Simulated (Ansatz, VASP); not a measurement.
**HfO2: VASP beside Ansatz**

Contents of INCAR:

```
SYSTEM = HfO2
ALGO = Normal
EDIFF = 1E-7
EDIFFG = -0.04
ENCUT = 600
GGA = PE
IBRION = 2
ISIF = 3
ISMEAR = 0
LASPH = .True.
LCHARG = .False.
LREAL = .False.
LWAVE = .False.
NELM = 100
NSW = 90
PREC = Accurate
SIGMA = 0.1
```

KPOINTS

```
k-points
0
Gamma
  4 4 4
  0 0 0
```

File POSCAR:

```
HfO2
1.0
    5.2194633500      0.0000000000      0.0000000000
    0.0000000000      5.0047636000      0.0000000000
    0.0000000000      0.0000000000      5.0326852800
Hf O
4 8
Direct
    0.5330060100      0.2674791800      0.2414403600
    0.9669939900      0.2674791800      0.7414403600
    0.0330060100      0.7325208200      0.2414403600
    0.4669939900      0.7325208200      0.7414403600
    0.8678725400      0.0713546000      0.3792672500
    0.6321274600      0.0713546000      0.8792672500
    0.2339485300      0.4601169500      0.4922924000
    0.2660514700      0.4601169500      0.9922924000
    0.7660514700      0.5398830500      0.9922924000
    0.7339485300      0.5398830500      0.4922924000
    0.3678725400      0.9286454000      0.3792672500
    0.1321274600      0.9286454000      0.8792672500
```

Input for Ansatz:

```yaml
crystal:
  lattice:
    - [5.21946335, 0.0, 0.0]
    - [0.0, 5.0047636, 0.0]
    - [0.0, 0.0, 5.03268528]
  atoms:
    - { symbol: Hf, position: [0.53300601, 0.26747918, 0.24144036] }
    - { symbol: Hf, position: [0.96699399, 0.26747918, 0.74144036] }
    - { symbol: Hf, position: [0.03300601, 0.73252082, 0.24144036] }
    - { symbol: Hf, position: [0.46699399, 0.73252082, 0.74144036] }
    - { symbol: O, position: [0.86787254, 0.0713546, 0.37926725] }
    - { symbol: O, position: [0.63212746, 0.0713546, 0.87926725] }
    - { symbol: O, position: [0.23394853, 0.46011695, 0.4922924] }
    - { symbol: O, position: [0.26605147, 0.46011695, 0.9922924] }
    - { symbol: O, position: [0.76605147, 0.53988305, 0.9922924] }
    - { symbol: O, position: [0.73394853, 0.53988305, 0.4922924] }
    - { symbol: O, position: [0.36787254, 0.9286454, 0.37926725] }
    - { symbol: O, position: [0.13212746, 0.9286454, 0.87926725] }
basis:
  ecutwfc: 420
kpoints:
  mp_grid: { grid: [4, 4, 4] }
hamiltonian:
  xc: pbe
scf:
  occupations: { method: gaussian, width: 0.1 }
  lower_state_search: "off"
output:
  forces: true
  stress: true
  eigenvalues: true
relax:
  adjacent_minimum: "off"
  f_tol: 0.04
  max_steps: 70
  cell: { stress_tol: 0.4 }
```

Alike in both runs: task relaxation of cell and atoms; functional PBE; k mesh 4 × 4 × 4; occupations gaussian, width 0.1 eV; no spin polarisation.

|  | VASP | Ansatz |
| --- | --- | --- |
| version | VASP 6.6.1 | Ansatz 0.2.0 |
| potentials or method | VASP PAW PBE potentials, release 64 (Hf_pv, O), cutoff 600 eV | scalar-relativistic, plane waves, PAW |
| valence electrons in the cell | 88 | 152 |

Ansatz gave:

| Quantity | Value |
| --- | --- |
| gap on the k mesh at the Fermi level, each at its own relaxed structure (eV) | 4.39 |
| relaxed volume (Å³/atom) | 11.37 |
| relaxed length of the cell vector where the two differ most in proportion (Å) | 5.068 |

Question: What did VASP give for the same quantities?

Answer: gap on the k mesh at the Fermi level, each at its own relaxed structure (eV): 4.39; relaxed volume (Å³/atom): 11.22; relaxed length of the cell vector where the two differ most in proportion (Å): 5.044.

VASP's potentials hold 88 valence electrons a cell and Ansatz's 152, so a difference there can come from the potentials and not from the codes.

Neither program's run includes spin-orbit coupling.
